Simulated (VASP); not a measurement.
A run of VASP 6.6.1:

INCAR

```
PREC = Accurate ; ENCUT = 520
EDIFF = 1E-7 ; ISMEAR = 0
SIGMA = 0.05 ; LREAL = F
LASPH = T ; NELM = 80
ALGO = Normal ; ISIF = 2
LWAVE = F ; LCHARG = T
GGA = PE ; LELF = T
LVHAR = T ; NBANDS = 28
```

File KPOINTS:

```
regular mesh
0
Gamma
  10 10 8
```

The input POSCAR:

```
SnO
1.0
    3.8681707514      0.0000000000      0.0000000000
    0.0000000000      3.8681707514      0.0000000000
    0.0000000000      0.0000000000      5.0672768981
Sn O
2 2
Direct
    0.0000000000      0.5000000000      0.2287361932
    0.5000000000      0.0000000000      0.7712638068
   -0.0258520129      0.0000000000      0.0394689306
    0.5000000000      0.5000000000      0.0000000000
```

Potentials or basis: VASP PAW PBE potentials, release 64 (Sn_d, O).

Command:

```sh
$ cat potpaw_PBE.64/Sn_d/POTCAR potpaw_PBE.64/O/POTCAR > POTCAR
$ mpirun -np 1 vasp_std > vasp.out
```

Hardware: 1 thread of Intel Xeon 8259CL, on a shared host.

How long does it take, and how much memory?

Run time: 11 min on 1 thread of Intel Xeon 8259CL, on a shared host, peak memory 0.51 GiB. Counts: scf iterations 15, k points 252.
